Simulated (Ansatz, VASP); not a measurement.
**LaC in VASP and in Ansatz**

```
CELL_PARAMETERS angstrom
-0.01279 2.95093 2.79425
2.92776 -0.01310 2.79456
5.81532 5.86228 0.01400
ATOMIC_POSITIONS crystal
La 0.99562 0.00485 0.00593
La 0.99812 0.01068 0.50578
C 0.24902 0.25856 0.12848
C 0.25307 0.26430 0.62848
```

Change from the starting cell: atoms moved at random (sigma 0.1 Å), then relaxed.

Alike in both runs: functional PBE; k mesh 7 × 7 × 7; occupations gaussian, width 0.05 eV; no spin polarisation.

Ansatz relaxed the structure, and its values are those at the end. VASP's run is a single point on that final structure, the one shown.

|  | VASP | Ansatz |
| --- | --- | --- |
| version | VASP 6.6.1 | Ansatz 0.2.0 |
| potentials or method | VASP PAW PBE potentials, release 64 (La, C), cutoff 520 eV | scalar-relativistic, plane waves, PAW |
| valence electrons in the cell | 30 | 30 |

VASP gave:

```
gap on the k mesh at the Fermi level (eV) : none
pressure (GPa)                            : -0.2
rms of the force components (eV/Å)        : 0.008
```

Problem. Which values does Ansatz return?

Solution. gap on the k mesh at the Fermi level (eV): none; pressure (GPa): -0.1; rms of the force components (eV/Å): 0.008.

A gap of «none» marks a metal or a gap that the smearing closes.

Spin-orbit coupling is off throughout.
